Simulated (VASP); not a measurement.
# Zn3CdTe4: relaxation of shape and atoms at fixed volume with PBE

Crystal: Zn3CdTe4.

```xyz
8
Lattice="4.2499 0.0000 0.0000 0.0000 4.2499 0.0000 0.0000 0.0000 12.1214" Properties=species:S:1:pos:R:3 pbc="T T T"
Zn    0.0000    0.0000    9.2101
Zn    2.1249    2.1249    0.0000
Zn    0.0000    0.0000    2.9113
Cd    2.1249    2.1249    6.0607
Te    2.1249    0.0000   10.6663
Te    0.0000    2.1249    1.4551
Te    2.1249    0.0000    4.3565
Te    0.0000    2.1249    7.7650
```

```yaml
Program: VASP 6.6.1
Task: relaxation of shape and atoms at fixed volume
Functional: PBE
Potentials_or_basis: VASP PAW PBE potentials, release 64 (Zn, Cd, Te)
Cutoff: 600 eV
k_mesh: 6 × 6 × 2
Occupations: gaussian, width 0.02 eV
Spin: no spin polarisation
Dipole_correction: no
Further_INCAR_settings: ALGO = Normal; EDIFF = 1e-07; IBRION = 2; EDIFFG = -0.01; NSW = 50; ISIF = 4
```

```yaml
Energy_gained_by_relaxing: 0.0 meV/atom
Ionic_steps: 4
Pressure_after_relaxing: 7.2 GPa
Largest_force_after_relaxing: 0.007 eV/Å
Band_gap_on_the_k_mesh: 1.41 eV
```

Forces in eV/Å, atoms in the order of the input:
```
Zn   0.000  0.000  0.007
Zn   0.000  0.000  0.000
Zn   0.000  0.000 -0.007
Cd   0.000  0.000  0.000
Te   0.000  0.000  0.004
Te   0.000  0.000 -0.004
Te   0.000  0.000  0.002
Te   0.000  0.000 -0.002
```

The path:
```tsv
step	energy change (eV)	largest force (eV/Å)	pressure (GPa)	volume (Å³)
1	0.0000	0.0277	7.17	218.93
2	-0.0001	0.0135	7.18	218.93
3	-0.0001	0.0112	7.17	218.93
4	-0.0001	0.0066	7.17	218.93
```

Final structure:
```xyz
8
Lattice="4.2484 0.0000 0.0000 0.0000 4.2484 0.0000 0.0000 0.0000 12.1296" Properties=species:S:1:pos:R:3 pbc="T T T"
Zn    0.0000    4.2484    9.2170
Zn    2.1242    2.1242    0.0000
Zn    0.0000    0.0000    2.9125
Cd    2.1242    2.1242    6.0648
Te    2.1242    0.0000   10.6736
Te    4.2484    2.1242    1.4560
Te    2.1242    0.0000    4.3564
Te    4.2484    2.1242    7.7732
```

Levels at points of the mesh, in eV from the valence-band top:
```tsv
k point	band 34	band 35	band 36	band 37	band 38	band 39
(0.00, 0.00, 0.00)	-0.10	0.00	0.00	1.41	2.11	2.15
(0.50, 0.00, 0.00)	-1.05	-1.03	-0.67	1.78	1.85	3.09
(0.50, 0.50, 0.00)	-2.42	-2.42	-2.38	2.10	2.19	2.19
(0.00, 0.00, 0.50)	-0.63	-0.41	-0.41	2.06	2.13	2.52
(0.50, 0.00, 0.50)	-1.18	-1.15	-0.68	2.54	2.60	2.64
(0.50, 0.50, 0.50)	-2.67	-2.62	-2.62	2.90	3.02	3.02
```

Run time: 17 min on 1 thread of Intel Xeon 8259CL, on a shared host, peak memory 0.51 GiB.

Caveat: spin-orbit coupling is left out, which moves the levels of the heavy elements. A k mesh can miss the band edges.
